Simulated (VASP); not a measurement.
Wanted: the native input for a VASP 6.6.1 run.

```yaml
Task: single point
Functional: PBEsol
Potentials_or_basis: VASP PAW PBE potentials, release 64 (Cr_pv, Cu, O)
Cutoff: 600 eV
k_mesh: 11 × 11 × 11
Occupations: fermi-dirac, width 0.08 eV
Spin: no spin polarisation
Dipole_correction: no
Further_INCAR_settings: ALGO = Normal; EDIFF = 1e-06; NBANDS = 26
```

The structure of CrCuO2 lies in POSCAR:

```
CrCuO2
1.0
    1.4867000000      0.8583466452      5.7000000000
   -1.4867000000      0.8583466452      5.7000000000
    0.0000000000     -1.7166932904      5.7000000000
Cr Cu O
1 1 2
Direct
    0.5000000000      0.5000000000      0.5000000000
    0.0000000000      0.0000000000      0.0000000000
    0.1079200000      0.1079200000      0.1079200000
    0.8920800000      0.8920800000      0.8920800000
```

These files were run (other wordings do the same):

INCAR

```
SYSTEM = CrCuO2
ALGO = Normal ; EDIFF = 1E-6
ENCUT = 600 ; GGA = PS
GGA_COMPAT = .False. ; ISIF = 2
ISMEAR = -1 ; LASPH = .True.
LCHARG = .False. ; LREAL = .False.
LWAVE = .False. ; NBANDS = 26
NELM = 120 ; PREC = Accurate
SIGMA = 0.08
```

KPOINTS

```
k-points
0
Gamma
  11 11 11
  0 0 0
```

Potentials or basis: VASP PAW PBE potentials, release 64 (Cr_pv, Cu, O).

Run with:

```console
$ cat potpaw_PBE.64/Cr_pv/POTCAR potpaw_PBE.64/Cu/POTCAR potpaw_PBE.64/O/POTCAR > POTCAR
$ mpirun -np 1 vasp_std > vasp.out
```

It gave:

| Property | Result |
| --- | --- |
| Pressure | -11.0 GPa |
| Largest force | 0.262 eV/Å |
| Band gap on the k mesh | zero (an odd number of electrons rules out a gap without spin polarisation) |

Caveat: the stress differs along the axes, from -16 to -0 GPa; an empty level that is flat over the whole mesh can mark a ghost state of the potentials, or a narrow d or f band; the PAW data sets were made with another functional, which shifts forces and pressure a little; an odd number of electrons without spin polarisation forces a metal; a magnetic or distorted state may lie lower; the run has no spin polarisation, though such a crystal can be magnetic; semilocal functionals often make such compounds metallic where correlation or magnetic order opens a gap, which also shifts bond lengths.

Wall time 18 min on 1 thread of Intel Xeon 8259CL, on a shared host, peak memory 0.47 GiB.
